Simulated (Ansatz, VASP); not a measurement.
One calculation of Si2W, two programs

The input INCAR:

```
ALGO     = Normal         # electronic algorithm
EDIFF    = 1E-6           # SCF threshold, eV
EDIFFG   = -0.01          # ionic threshold
ENCUT    = 600            # plane-wave cutoff, eV
GGA      = PS             # functional
IBRION   = 2              # ionic algorithm
ISIF     = 3              # what is computed and relaxed
ISMEAR   = -1             # smearing method
IVDW     = 13             # dispersion correction
LASPH    = True           # aspherical terms in the spheres
LCHARG   = False          # write CHGCAR
LREAL    = False          # projectors in reciprocal space
LWAVE    = False          # write WAVECAR
NELM     = 100            # most SCF steps
NSW      = 60             # ionic steps
PREC     = Accurate       # precision mode
SIGMA    = 0.05           # smearing width, eV
```

KPOINTS

```
k-points
0
Gamma
  12 12 12
```

Contents of POSCAR:

```
Si2W
1.0
   -1.6069000000      1.6069000000      3.9149500000
    1.6069000000     -1.6069000000      3.9149500000
    1.6069000000      1.6069000000     -3.9149500000
W Si
1 2
Direct
    0.0000000000      0.0000000000      0.0000000000
    0.6653000000      0.6653000000      0.0000000000
    0.3347000000      0.3347000000      0.0000000000
```

File input.yaml:

```yaml
crystal:
  lattice:
    - [-1.6069, 1.6069, 3.91495]
    - [1.6069, -1.6069, 3.91495]
    - [1.6069, 1.6069, -3.91495]
  atoms:
    - { symbol: W, position: [0.0, 0.0, 0.0] }
    - { symbol: Si, position: [0.6653, 0.6653, 0.0] }
    - { symbol: Si, position: [0.3347, 0.3347, 0.0] }
hamiltonian:
  xc: pbesol
  pseudopotentials: { kind: paw }
  dispersion: d4
kpoints:
  mp_grid: { grid: [12, 12, 12] }
scf:
  occupations: { method: fermi_dirac, width: 0.05 }
output:
  forces: true
  stress: true
relax:
  f_tol: 0.01
  max_steps: 40
  cell: { stress_tol: 0.05 }
```

Alike in both runs: task relaxation of cell and atoms; functional PBEsol; dispersion D4; k mesh 12 × 12 × 12; occupations fermi-dirac, width 0.05 eV; no spin polarisation.

|  | VASP | Ansatz |
| --- | --- | --- |
| version | VASP 6.6.1 | Ansatz 0.2.0 |
| potentials or method | VASP PAW PBE potentials, release 64 (W_sv, Si) | Ansatz PAW |
| plane-wave cutoff (eV) | 600 | 420 |
| valence electrons in the cell | 22 | 22 |

Ansatz gave:

| Item | Value |
| --- | --- |
| relaxed volume (Å³/atom) | 13.16 |
| relaxed cell length with the largest relative difference (Å) | 4.496 |

Task: Which values does VASP return?

Result: Relaxed volume (Å³/atom): 13.18; relaxed cell length with the largest relative difference (Å): 4.498.

VASP's potentials were made for PBE, not for PBEsol.

Spin-orbit coupling is off throughout. Noted on Ansatz's run: the plane-wave basis is chosen anew once the cell has moved, so the energies of steps on either side of that aren't comparable.
